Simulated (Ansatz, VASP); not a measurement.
Two plane-wave programs on Cs2PbI2Cl2

Contents of INCAR:

```
SYSTEM = Cs2PbI2Cl2
PREC = Accurate ; ENCUT = 520
EDIFF = 1E-6 ; ISMEAR = 0
SIGMA = 0.1 ; LREAL = .FALSE.
LASPH = .TRUE. ; NELM = 100
ALGO = Normal ; ISIF = 2
LWAVE = .FALSE. ; LCHARG = .FALSE.
GGA = PE ; NBANDS = 39
```

The input KPOINTS:

```
Automatic mesh
0
G
  4 4 4
  0 0 0
```

File POSCAR:

```
Cs2PbI2Cl2
1.0
   -2.8838975000      2.8838975000      9.7428095000
    2.8838975000     -2.8838975000      9.7428095000
    2.8838975000      2.8838975000     -9.7428095000
Cs Pb I Cl
2 1 2 2
Direct
    0.3686450000      0.3686450000      0.0000000000
    0.6313550000      0.6313550000      0.0000000000
    0.0000000000      0.0000000000      0.0000000000
    0.1663280000      0.1663280000      0.0000000000
    0.8336720000      0.8336720000      0.0000000000
    0.5000000000      0.0000000000      0.5000000000
    0.0000000000      0.5000000000      0.5000000000
```

Input for Ansatz:

```yaml
crystal:
  lattice:
    - [-2.8838975, 2.8838975, 9.7428095]
    - [2.8838975, -2.8838975, 9.7428095]
    - [2.8838975, 2.8838975, -9.7428095]
  atoms:
    - { symbol: Cs, position: [0.368645, 0.368645, 0.0] }
    - { symbol: Cs, position: [0.631355, 0.631355, 0.0] }
    - { symbol: Pb, position: [0.0, 0.0, 0.0] }
    - { symbol: I, position: [0.166328, 0.166328, 0.0] }
    - { symbol: I, position: [0.833672, 0.833672, 0.0] }
    - { symbol: Cl, position: [0.5, 0.0, 0.5] }
    - { symbol: Cl, position: [0.0, 0.5, 0.5] }
basis:
  ecutwfc: 420
kpoints:
  mp_grid: { grid: [4, 4, 4] }
hamiltonian:
  xc: pbe
scf:
  occupations: { method: gaussian, width: 0.1 }
  lower_state_search: "off"
output:
  forces: true
  stress: true
  eigenvalues: true
```

Alike in both runs: task single point; functional PBE; k mesh 4 × 4 × 4; occupations gaussian, width 0.1 eV; no spin polarisation.

```csv
,VASP,Ansatz
version,VASP 6.6.1,Ansatz 0.2.0
potentials or method,"VASP PAW PBE potentials, release 64 (Cs_sv, Pb_d, I, Cl), cutoff 520 eV","scalar-relativistic, plane waves, PAW"
valence electrons in the cell,60,80
```

```tsv
	VASP	Ansatz	Ansatz less VASP
gap on the k mesh at the Fermi level (eV)	2.51	2.51	-0.004
least direct gap on the mesh (eV)	2.51	2.51	-0.004
pressure (GPa)	0.0	0.0	+0.01
```

With one functional, cell and mesh, what is left measures potentials, basis and numerics. VASP's potentials hold 60 valence electrons a cell and Ansatz's 80, so a difference there can come from the potentials and not from the codes.

Spin-orbit coupling is off throughout.
